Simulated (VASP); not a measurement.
# BiAs (wurtzite type) (P6_3mc) in VASP: single point with PBE

Aim: the single point of BiAs (wurtzite type) with PBE.

Program: VASP 6.6.1. These are calculated values, not measurements. Logs are shortened: lines on timing, memory, paths and dates and some standing lists are left out, and cuts for length are marked.

## 1. The cell of the first run

Symmetry: P6_3mc, No. 186, hexagonal system. Conventional cell: a = 5.035 Å, b = 5.035 Å, c = 6.498 Å, α = 90.00°, β = 90.00°, γ = 120.00°. Within 3.7 Å of Bi (site symmetry 3m) lie 5 As at 2.80 to 3.70 Å. As (site symmetry 3m) has 5 Bi at 2.80 to 3.70 Å within 3.7 Å.

## 2. Single point, PBE

INCAR reads:

```
  PREC = Accurate
  ENCUT = 520
  EDIFF = 1E-6
  ISMEAR = -1
  SIGMA = 0.05
  LREAL = F
  LASPH = T
  NELM = 80
  ALGO = Normal
  ISIF = 2
  LWAVE = F
  LCHARG = T
  GGA = PE
  LELF = T
  LVHAR = T
  NBANDS = 28
```

KPOINTS reads:

```
regular mesh
0
Gamma
  10 10 6
```

POSCAR reads:

```
BiAs
1.0
    5.0352345427      0.0000000000      0.0000000000
   -2.5176172714      4.3606410279      0.0000000000
    0.0000000000      0.0000000000      6.4976952971
Bi As
2 2
Direct
    0.3333333333      0.6666666667     -0.0273585753
    0.6666666667      0.3333333333      0.4726414247
    0.3333333333      0.6666666667      0.4033585753
    0.6666666667      0.3333333333      0.9033585753
```

Potentials or basis: VASP PAW PBE potentials, release 64 (Bi_d, As).

The run is started by

```sh
$ cat potpaw_PBE.64/Bi_d/POTCAR potpaw_PBE.64/As/POTCAR > POTCAR
$ mpirun -np 1 vasp_std > vasp.out
```

OUTCAR:

```text
PREC = Accurate
   ENCUT = 520
   EDIFF = 1E-6
   ISMEAR = -1
   LREAL = F
   LASPH = T
   NELM = 80
   ISIF = 2
   GGA = PE

 ion  position               nearest neighbor table
   1  0.333  0.667  0.973-   3 2.80   4 2.94   4 2.94   4 2.94
   2  0.667  0.333  0.473-   4 2.80   3 2.94   3 2.94   3 2.94
   3  0.333  0.667  0.403-   1 2.80   2 2.94   2 2.94   2 2.94
   4  0.667  0.333  0.903-   2 2.80   1 2.94   1 2.94   1 2.94

  LATTYP: Found a hexagonal cell.
 ALAT       =     5.0352345427
 C/A-ratio  =     1.2904454086

  Lattice vectors:

 A1 = (   5.0352345427,   0.0000000000,   0.0000000000)
 A2 = (  -2.5176172714,   4.3606410279,   0.0000000000)
 A3 = (   0.0000000000,   0.0000000000,   6.4976952971)

Analysis of symmetry for initial positions (statically):
=====================================================================
 Subroutine PRICEL returns:
 Original cell was already a primitive cell.

 Routine SETGRP: Setting up the symmetry group for a
 hexagonal supercell.

 Subroutine GETGRP returns: Found 12 space group operations
 (whereof  6 operations were pure point group operations)
 out of a pool of 24 trial point group operations.

The static configuration has the point symmetry C_3v.
 The point group associated with its full space group is C_6v.

Analysis of symmetry for dynamics (positions and initial velocities):
=====================================================================
 Subroutine PRICEL returns:
 Original cell was already a primitive cell.

 Routine SETGRP: Setting up the symmetry group for a
 hexagonal supercell.

 Subroutine GETGRP returns: Found 12 space group operations
 (whereof  6 operations were pure point group operations)
 out of a pool of 24 trial point group operations.

The dynamic configuration has the point symmetry C_3v.
 The point group associated with its full space group is C_6v.

 Subroutine INISYM returns: Found 12 space group operations
 (whereof  6 operations are pure point group operations),
 and found     1 'primitive' translations

----------------------------------------------------------------------------------------

                                     Primitive cell

  volume of cell :     142.6689

[... 87 lines left out ...]
   LNONCOLLINEAR =      F non collinear calculations
   LSORBIT =      F    spin-orbit coupling
   LASPH  =      T    aspherical Exc in radial PAW
   ENCUT  =  520.0 eV  38.22 Ry    6.18 a.u.   9.36  9.36 12.08*2*pi/ulx,y,z
   NELM   =     80;   NELMIN=  2; NELMDL= -5     # of ELM steps
   EDIFF  = 0.1E-05   stopping-criterion for ELM
   LREAL  =      F    real-space projection
   EDIFFG = 0.1E-04   stopping-criterion for IOM
   NSW    =      0    number of steps for IOM
   IBRION =     -1    ionic relax: 0-MD 1-quasi-New 2-CG
   NFREE  =      0    steps in history (QN), initial steepest desc. (CG)
   ISIF   =      2    stress and relaxation
   ISYM   =      2    0-nonsym 1-usesym 2-fastsym
   POTIM  = 0.5000    time-step for ionic-motion
   TEBEG  =    0.0;   TEEND  =   0.0 temperature during run
   PSTRESS=    0.0 pullay stress
   NELECT =      40.0000    total number of electrons
   NUPDOWN=      -1.0000    fix difference up-down
   EMIN   =  10.00;   EMAX   =-10.00  energy-range for DOS
   EFERMI =   0.00;   METHOD = LEGACY
   ISMEAR =    -1;   SIGMA  =   0.05  broadening in eV -4-tet -1-fermi 0-gaus
   EFERMI_NEDOS =   21; number of points for ismear=-14 and -15
   IALGO  =     38    algorithm
   IMIX   =      4    mixing-type and parameters
     AMIX     =   0.40;   BMIX     =  1.00
     AMIX_MAG =   1.60;   BMIX_MAG =  1.00
  volume/ion in A,a.u.               =      35.67       240.69
  Fermi-wavevector in a.u.,A,eV,Ry     =   1.071482  2.024808 15.620502  1.148074
  Thomas-Fermi vector in A             =   2.207224
   LORBIT       =      0    0 simple, 1 ext, 2 COOP (PROOUT), +10 PAW based schemes
   GGA     = PE    functional components
   LHFCALC =     F    Hartree Fock is set to
   AEXX    =    0.0000 exact exchange contribution
   IVDW    =     0    specifies the selected vdW correction
   LEPSILON=     F    determine dielectric tensor
   LRPA    =     F    only Hartree local field effects (RPA)
 non-spin polarized calculation
  energy-cutoff  :      520.00
  volume of cell :      142.67
 maximum number of plane-waves:      3865
 NGX is ok and might be reduce to    40
   NGX = 19   NGY = 19   NGZ = 25

 number of electron      40.0000001 magnetization

 Free energy of the ion-electron system (eV)
  ---------------------------------------------------
  ext. energy  EPLUGINS =         0.00000000
  ---------------------------------------------------
  free energy    TOTEN  =       -16.82950176 eV

  energy without entropy =      -16.82636021  energy(sigma->0) =      -16.82793098

 E-fermi :   4.2511     XC(G=0):  -8.4414

 val. band max:        4.1682658384   @ k =   0.3000   0.3000   0.0000
 cond. band min:       4.3472833866   @ k =   0.1000   0.0000   0.0000
 fundamental gap:      0.1790175482
 Fermi energy:         4.2510830345

 k-point     1 :       0.0000    0.0000    0.0000
  band No.  band energies     occupation
      1     -19.1034      2.00000
      2     -19.0895      2.00000
      3     -19.0895      2.00000
      4     -19.0886      2.00000
      5     -19.0883      2.00000
      6     -19.0883      2.00000
[... 733 lines left out ...]
     27       8.9419      0.00000
     28       9.5091      0.00000

 [... further k-points ...]

------------------------ aborting loop because EDIFF is reached ----------------------------------------

  FORCE on cell =-STRESS in cart. coord.  units (eV):
  Direction    XX          YY          ZZ          XY          YZ          ZX
  --------------------------------------------------------------------------------------
  -------------------------------------------------------------------------------------
  Total        0.0029643      0.0029643      0.0307325     -0.0000000     -0.0000000      0.0000000
  in kB        0.0332897      0.0332897      0.3451267     -0.0000000     -0.0000000      0.0000000
  external PRESSURE =       0.1372354 kB  Pullay stress =       0.0000000 kB

 VOLUME and BASIS-vectors are now :
 -----------------------------------------------------------------------------
  energy-cutoff  :      520.00
  volume of cell :      142.67
      direct lattice vectors                 reciprocal lattice vectors
     5.035234543  0.000000000  0.000000000     0.198600481  0.114662041  0.000000000
    -2.517617271  4.360641028  0.000000000     0.000000000  0.229324082  0.000000000
     0.000000000  0.000000000  6.497695297     0.000000000  0.000000000  0.153900722

 POSITION                                       TOTAL-FORCE (eV/Angst)
 -----------------------------------------------------------------------------------
     -0.00000      2.90709      6.31993        -0.000000      0.000000     -0.008146
      2.51762      1.45355      3.07108         0.000000     -0.000000     -0.008146
     -0.00000      2.90709      2.62090        -0.000000      0.000000      0.008146
      2.51762      1.45355      5.86975         0.000000      0.000000      0.008146
 -----------------------------------------------------------------------------------
    total drift:                               -0.000000      0.000000      0.000185

  FREE ENERGIE OF THE ION-ELECTRON SYSTEM (eV)
  ---------------------------------------------------
  free  energy   TOTEN  =       -16.8295017602 eV

  energy  without entropy=      -16.8263602065  energy(sigma->0) =      -16.82793098
```

stdout:

```text
POSCAR found type information on POSCAR BiAs
 POSCAR found :  2 types and       4 ions
 scaLAPACK will be used
 LDA part: xc-table for (Slater+PW92), standard interpolation
 POSCAR, INCAR and KPOINTS ok, starting setup
 FFT: planning ... GRIDC
 FFT: planning ... GRID_SOFT
 FFT: planning ... GRID
 WAVECAR not read
 entering main loop
```

Wall time 3.7 min (1 thread of Oxide Virtual Turin-like, shared host); peak memory 0.34 GiB.

What came out:

* Free energy: -16.8295 eV
* Pressure: 0.0 GPa
* Largest force: 0.008 eV/Å
* Band gap on the k mesh: 0.18 eV (least direct gap 0.91 eV)

Forces on the atoms (eV/Å):
```
Bi   0.000  0.000 -0.008
Bi   0.000  0.000 -0.008
As   0.000  0.000  0.008
As   0.000  0.000  0.008
```

Caveat: spin-orbit coupling is left out, which moves the levels of the heavy elements. A k mesh can miss the band edges.
